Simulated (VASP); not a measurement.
# KF (R-3m) in VASP: a series of runs

KF is run at these levels: PBE; tasks: single point.

Everything below comes from runs of VASP 6.6.1. Logs are shortened: lines on timing, memory, paths and dates and some standing lists are left out, and cuts for length are marked.

### 1 The cell of the first run

The structure is trigonal, space group R-3m (No. 166). Conventional cell: a = 3.558 Å, b = 3.558 Å, c = 10.458 Å, α = 90.00°, β = 90.00°, γ = 120.00°. K (site symmetry -3m) has 6 F at 2.69 Å and 6 K at 3.56 Å within 3.6 Å. F (site symmetry -3m) has 6 K at 2.69 Å and 6 F at 3.56 Å within 3.6 Å.

### 2 Single point, PBE

Contents of INCAR:

```
SYSTEM = KF
PREC = Accurate
ENCUT = 520
EDIFF = 1E-6
ISMEAR = 0
SIGMA = 0.05
LREAL = .False.
LASPH = .True.
NELM = 100
ALGO = Normal
ISIF = 2
LWAVE = .False.
LCHARG = .False.
GGA = PE
NBANDS = 15
```

Contents of KPOINTS:

```
regular mesh
0
Gamma
  8 8 8
  0 0 0
```

Contents of POSCAR:

```
KF
1.0
    0.3354479764      2.8513077996      2.8513077996
    2.8513077996      0.3354479764      2.8513077996
    2.8513077996      2.8513077996      0.3354479764
K F
1 1
Direct
    0.0000000000      0.0000000000      0.0000000000
    0.5000000000      0.5000000000      0.5000000000
```

Potentials or basis: VASP PAW PBE potentials, release 64 (K_sv, F).

Run with:

```bash
> cat potpaw_PBE.64/K_sv/POTCAR potpaw_PBE.64/F/POTCAR > POTCAR
> mpirun -np 1 vasp_std > vasp.out
```

OUTCAR:

```text
SYSTEM = KF
   PREC = Accurate
   ENCUT = 520
   EDIFF = 1E-6
   ISMEAR = 0
   LREAL = .False.
   LASPH = .True.
   NELM = 100
   ISIF = 2
   GGA = PE

 ion  position               nearest neighbor table
   1  0.000  0.000  0.000-   2 2.69   2 2.69   2 2.69   2 2.69   2 2.69   2 2.69
   2  0.500  0.500  0.500-   1 2.69   1 2.69   1 2.69   1 2.69   1 2.69   1 2.69

  LATTYP: Found a trigonal (rhomboedric) cell.
 ALAT       =     4.0462869005
 COS(alpha) =     0.6134020618

  Lattice vectors:

 A1 = (   0.3354479764,   2.8513077996,   2.8513077996)
 A2 = (   2.8513077996,   0.3354479764,   2.8513077996)
 A3 = (   2.8513077996,   2.8513077996,   0.3354479764)

Analysis of symmetry for initial positions (statically):
=====================================================================
 Subroutine PRICEL returns:
 Original cell was already a primitive cell.

 Routine SETGRP: Setting up the symmetry group for a
 trigonal (rhombohedral) supercell.

 Subroutine GETGRP returns: Found 12 space group operations
 (whereof 12 operations were pure point group operations)
 out of a pool of 12 trial point group operations.

The static configuration has the point symmetry D_3d.

Analysis of symmetry for dynamics (positions and initial velocities):
=====================================================================
 Subroutine PRICEL returns:
 Original cell was already a primitive cell.

 Routine SETGRP: Setting up the symmetry group for a
 trigonal (rhombohedral) supercell.

 Subroutine GETGRP returns: Found 12 space group operations
 (whereof 12 operations were pure point group operations)
 out of a pool of 12 trial point group operations.

The dynamic configuration has the point symmetry D_3d.

 Subroutine INISYM returns: Found 12 space group operations
 (whereof 12 operations are pure point group operations),
 and found     1 'primitive' translations

----------------------------------------------------------------------------------------

                                     Primitive cell

  volume of cell :      38.2182

  direct lattice vectors                    reciprocal lattice vectors
     0.335447976  2.851307800  2.851307800    -0.209780280  0.187698145  0.187698145
     2.851307800  0.335447976  2.851307800     0.187698145 -0.209780280  0.187698145
     2.851307800  2.851307800  0.335447976     0.187698145  0.187698145 -0.209780280

  length of vectors
     4.046286900  4.046286900  4.046286900     0.338332607  0.338332607  0.338332607

  position of ions in fractional coordinates (direct lattice)
     0.000000000  0.000000000  0.000000000
     0.500000000  0.500000000  0.500000000

  ion indices of the primitive-cell ions
   primitive index   ion index
                 1           1
                 2           2

----------------------------------------------------------------------------------------

 KPOINTS: regular mesh

Automatic generation of k-mesh.
 Grid dimensions read from file:
 generate k-points for:    8    8    8

 Generating k-lattice:

  Cartesian coordinates                     Fractional coordinates (reciprocal lattice)
    -0.026222535  0.023462268  0.023462268     0.125000000  0.000000000  0.000000000
     0.023462268 -0.026222535  0.023462268     0.000000000  0.125000000  0.000000000
     0.023462268  0.023462268 -0.026222535     0.000000000  0.000000000  0.125000000

  Length of vectors
     0.042291576  0.042291576  0.042291576

  Shift w.r.t. Gamma in fractional coordinates (k-lattice)
     0.000000000  0.000000000  0.000000000

 Subroutine IBZKPT returns following result:
 ===========================================

 Found     65 irreducible k-points:

 Following reciprocal coordinates:
            Coordinates               Weight
  0.000000  0.000000  0.000000      1.000000
  0.125000  0.000000  0.000000      6.000000
  0.250000  0.000000  0.000000      6.000000
  0.375000  0.000000  0.000000      6.000000
  0.500000  0.000000  0.000000      3.000000
  0.125000  0.125000  0.000000      6.000000
[... 16 lines left out ...]
  0.250000  0.125000  0.125000      6.000000
  0.375000  0.125000  0.125000      6.000000
 [... further k-points ...]
   k-points           NKPTS =     65   k-points in BZ     NKDIM =     65   number of bands    NBANDS=     15
   number of dos      NEDOS =    301   number of ions     NIONS =      2
   total plane-waves  NPLWV =  27000
   dimension x,y,z NGX =    30 NGY =   30 NGZ =   30
   dimension x,y,z NGXF=    60 NGYF=   60 NGZF=   60
   ions per type =               1   1
   NGX,Y,Z   is equivalent  to a cutoff of  12.33, 12.33, 12.33 a.u.
   NGXF,Y,Z  is equivalent  to a cutoff of  24.65, 24.65, 24.65 a.u.
 SYSTEM =  KF
   PREC   = accura    normal or accurate (medium, high low for compatibility)
   ISTART =      0    job   : 0-new  1-cont  2-samecut
   ICHARG =      2    charge: 1-file 2-atom 10-const
   ISPIN  =      1    spin polarized calculation?
   LNONCOLLINEAR =      F non collinear calculations
   LSORBIT =      F    spin-orbit coupling
   LASPH  =      T    aspherical Exc in radial PAW
   ENCUT  =  520.0 eV  38.22 Ry    6.18 a.u.   7.52  7.52  7.52*2*pi/ulx,y,z
   NELM   =    100;   NELMIN=  2; NELMDL= -5     # of ELM steps
   EDIFF  = 0.1E-05   stopping-criterion for ELM
   LREAL  =      F    real-space projection
   EDIFFG = 0.1E-04   stopping-criterion for IOM
   NSW    =      0    number of steps for IOM
   IBRION =     -1    ionic relax: 0-MD 1-quasi-New 2-CG
   NFREE  =      0    steps in history (QN), initial steepest desc. (CG)
   ISIF   =      2    stress and relaxation
   ISYM   =      2    0-nonsym 1-usesym 2-fastsym
   POTIM  = 0.5000    time-step for ionic-motion
   TEBEG  =    0.0;   TEEND  =   0.0 temperature during run
   PSTRESS=    0.0 pullay stress
   NELECT =      16.0000    total number of electrons
   NUPDOWN=      -1.0000    fix difference up-down
   EMIN   =  10.00;   EMAX   =-10.00  energy-range for DOS
   EFERMI =   0.00;   METHOD = LEGACY
   ISMEAR =     0;   SIGMA  =   0.05  broadening in eV -4-tet -1-fermi 0-gaus
   EFERMI_NEDOS =   21; number of points for ismear=-14 and -15
   IALGO  =     38    algorithm
   IMIX   =      4    mixing-type and parameters
     AMIX     =   0.40;   BMIX     =  1.00
     AMIX_MAG =   1.60;   BMIX_MAG =  1.00
  volume/ion in A,a.u.               =      19.11       128.95
  Fermi-wavevector in a.u.,A,eV,Ry     =   1.224686  2.314320 20.406766  1.499855
  Thomas-Fermi vector in A             =   2.359751
   LORBIT       =      0    0 simple, 1 ext, 2 COOP (PROOUT), +10 PAW based schemes
   GGA     = PE    functional components
   LHFCALC =     F    Hartree Fock is set to
   AEXX    =    0.0000 exact exchange contribution
   IVDW    =     0    specifies the selected vdW correction
   LEPSILON=     F    determine dielectric tensor
   LRPA    =     F    only Hartree local field effects (RPA)
 non-spin polarized calculation
 Gauss-broadening in eV      SIGMA  =   0.05
  energy-cutoff  :      520.00
  volume of cell :       38.22
 maximum number of plane-waves:      1046
   NGX = 15   NGY = 15   NGZ = 15

 number of electron      16.0000005 magnetization

 Free energy of the ion-electron system (eV)
  ---------------------------------------------------
  ext. energy  EPLUGINS =         0.00000000
  ---------------------------------------------------
  free energy    TOTEN  =        -8.20175614 eV

  energy without entropy =       -8.20175614  energy(sigma->0) =       -8.20175614

 E-fermi :  -2.2889     XC(G=0):  -8.4222

 val. band max:       -2.6058037631   @ k =   0.0000   0.0000   0.0000
 cond. band min:       3.2702855424   @ k =   0.0000   0.0000   0.0000
 fundamental gap:      5.8760893054
 Fermi energy:        -2.2888916464

 k-point     1 :       0.0000    0.0000    0.0000
  band No.  band energies     occupation
      1     -29.1078      2.00000
      2     -21.3720      2.00000
      3     -12.3907      2.00000
      4     -12.2988      2.00000
      5     -12.2988      2.00000
      6      -2.8351      2.00000
      7      -2.6058      2.00000
      8      -2.6058      2.00000
      9       3.2703      0.00000
     10       6.8940      0.00000
     11       8.1917      0.00000
     12       8.1917      0.00000
     13       9.7716      0.00000
     14       9.7716      0.00000
     15      14.0109      0.00000

 k-point     2 :       0.1250    0.0000    0.0000
  band No.  band energies     occupation
      1     -29.0907      2.00000
      2     -21.3790      2.00000
      3     -12.3797      2.00000
      4     -12.3744      2.00000
      5     -12.3162      2.00000
      6      -2.9017      2.00000
      7      -2.7651      2.00000
      8      -2.6550      2.00000
      9       3.7478      0.00000
     10       7.1488      0.00000
     11       7.8426      0.00000
     12       8.4938      0.00000
     13       9.7447      0.00000
     14       9.8580      0.00000
     15      14.8785      0.00000

 k-point     3 :       0.2500    0.0000    0.0000
  band No.  band energies     occupation
      1     -29.0489      2.00000
      2     -21.3956      2.00000
      3     -12.5529      2.00000
      4     -12.3576      2.00000
      5     -12.3526      2.00000
      6      -3.1210      2.00000
      7      -3.0385      2.00000
      8      -2.7710      2.00000
      9       4.9227      0.00000
     10       7.2939      0.00000
     11       7.8329      0.00000
     12       9.2775      0.00000
     13       9.8733      0.00000
     14      10.1454      0.00000
     15      16.0887      0.00000
[... 343 lines left out ...]
 k-point    23 :       0.2500    0.1250    0.1250
  band No.  band energies     occupation
      1     -29.0798      2.00000
      2     -21.4002      2.00000
      3     -12.4082      2.00000
      4     -12.3712      2.00000
      5     -12.3101      2.00000
      6      -3.0861      2.00000
      7      -2.7226      2.00000
      8      -2.7202      2.00000
      9       4.2070      0.00000
     10       7.0089      0.00000
     11       8.1821      0.00000
     12       8.5990      0.00000
     13      10.0432      0.00000
     14      10.1222      0.00000
     15      14.9977      0.00000

 k-point    24 :       0.3750    0.1250    0.1250
  band No.  band energies     occupation
      1     -29.0383      2.00000
      2     -21.4121      2.00000
      3     -12.5862      2.00000
      4     -12.3698      2.00000
      5     -12.3519      2.00000
      6      -3.2596      2.00000
      7      -2.9403      2.00000
      8      -2.8328      2.00000
      9       5.3539      0.00000
     10       7.1687      0.00000
     11       8.1652      0.00000
     12       9.3857      0.00000
     13      10.3960      0.00000
     14      10.4034      0.00000
     15      14.8246      0.00000

 [... further k-points ...]
[... 5 lines left out ...]
  --------------------------------------------------------------------------------------
  -------------------------------------------------------------------------------------
  Total        0.1881464      0.1881464      0.1881464     -0.5492127     -0.5492127     -0.5492127
  in kB        7.8874385      7.8874385      7.8874385    -23.0239912    -23.0239912    -23.0239912
  external PRESSURE =       7.8874385 kB  Pullay stress =       0.0000000 kB

 VOLUME and BASIS-vectors are now :
 -----------------------------------------------------------------------------
  energy-cutoff  :      520.00
  volume of cell :       38.22
      direct lattice vectors                 reciprocal lattice vectors
     0.335447976  2.851307800  2.851307800    -0.209780280  0.187698145  0.187698145
     2.851307800  0.335447976  2.851307800     0.187698145 -0.209780280  0.187698145
     2.851307800  2.851307800  0.335447976     0.187698145  0.187698145 -0.209780280

 POSITION                                       TOTAL-FORCE (eV/Angst)
 -----------------------------------------------------------------------------------
      0.00000      0.00000      0.00000         0.000000      0.000000     -0.000000
      3.01903      3.01903      3.01903        -0.000000     -0.000000      0.000000
 -----------------------------------------------------------------------------------
    total drift:                                0.000000      0.000000      0.000000

  FREE ENERGIE OF THE ION-ELECTRON SYSTEM (eV)
  ---------------------------------------------------
  free  energy   TOTEN  =        -8.2017561381 eV

  energy  without entropy=       -8.2017561381  energy(sigma->0) =       -8.20175614
```

It took 53 s on 1 thread of Intel Xeon Platinum 8488C (Sapphire Rapids), shared host; peak memory 0.18 GiB.

What came out:

| Item | Value |
| --- | --- |
| Free energy | -8.2018 eV |
| Pressure | 0.8 GPa |
| Band gap on the k mesh | 5.88 eV, direct |

Stress tensor (GPa, compression positive):
```
 0.79 -2.30 -2.30
-2.30  0.79 -2.30
-2.30 -2.30  0.79
```

### 3 Single point, PBE

This run uses another cell than the first one, of the same volume but with other edges.

Changes to INCAR since step 2:

```diff
@@ -3,3 +3,3 @@
 ENCUT = 520
-EDIFF = 1E-6
+EDIFF = 1E-7
 ISMEAR = 0
```

Contents of KPOINTS:

```
Automatic mesh
0
Gamma
  8 8 8
  0 0 0
```

Contents of POSCAR:

```
KF
1.0
    1.0453715157      3.2854533351      3.2854533351
    3.2854533351      1.0453715157      3.2854533351
    3.2854533351      3.2854533351      1.0453715157
K F
1 1
Direct
    0.0000000000      0.0000000000      0.0000000000
    0.5000000000      0.5000000000      0.5000000000
```

Potentials or basis: VASP PAW PBE potentials, release 64 (K_sv, F).

Run with:

```bash
> cat potpaw_PBE.64/K_sv/POTCAR potpaw_PBE.64/F/POTCAR > POTCAR
> mpirun -np 1 vasp_std > vasp.out
```

Run time: 63 s. Hardware: 1 thread of Intel Xeon Platinum 8488C (Sapphire Rapids), shared host; peak memory 0.22 GiB.

Results (log left out):

- Free energy: -7.1254 eV
- Pressure: -1.3 GPa
- Band gap on the k mesh: 3.52 eV, direct

Stress tensor (GPa, compression positive):
```
 -1.32 -11.88 -11.88
-11.88  -1.32 -11.88
-11.88 -11.88  -1.32
```

Levels at points of the mesh, in eV from the valence-band top:
| k point | band 6 | band 7 | band 8 | band 9 | band 10 | band 11 |
| --- | --- | --- | --- | --- | --- | --- |
| (0.00, 0.00, 0.00) | -1.10 | 0.00 | 0.00 | 3.52 | 7.43 | 8.54 |
| (0.50, 0.00, 0.00) | -1.50 | -1.34 | -0.32 | 5.43 | 8.38 | 9.49 |
| (0.50, 0.50, 0.00) | -1.21 | -0.94 | -0.24 | 5.04 | 6.98 | 10.27 |
| (0.50, 0.50, 0.50) | -1.70 | -0.04 | -0.04 | 4.68 | 8.32 | 8.67 |

 A k mesh can miss the band edges.
